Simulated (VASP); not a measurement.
A run of VASP 6.6.1 is set up as follows.

INCAR

```
  PREC = Accurate
  ENCUT = 600
  EDIFF = 1E-8
  ISMEAR = -1
  SIGMA = 0.05
  LREAL = False
  LASPH = True
  NELM = 100
  ALGO = Fast
  ISIF = 3
  LWAVE = False
  LCHARG = False
  GGA = PS
  NBANDS = 20
  IBRION = 6
  NFREE = 2
  POTIM = 0.015
  NSW = 1
```

KPOINTS

```
Automatic mesh
0
Gamma
  7 7 4
```

The input POSCAR:

```
In
1.0
    3.3354847820      0.0000000000      0.0000000000
   -1.6677423910      2.8886145552      0.0000000000
    0.0000000000      0.0000000000      5.5091429200
In
2
Direct
    0.6666666667      0.3333333333      0.7500000000
    0.3333333333      0.6666666667      0.2500000000
```

Potentials or basis: VASP PAW PBE potentials, release 64 (In_d).

Run with:

```console
$ cat potpaw_PBE.64/In_d/POTCAR > POTCAR
$ mpirun -np 1 vasp_std > vasp.out
```

(1) What does it give for the Voigt bulk modulus?

(2) What does it give for the highest phonon frequency at Γ?

Results:

(1) 36 GPa.

(2) 110 cm⁻¹.

Caveat: the cell is under stress, which shifts elastic constants; the elastic tensor has a negative eigenvalue, so either the cell is unstable as it stands or the mesh is too thin; the PAW data sets were made with another functional, which shifts forces and pressure a little.
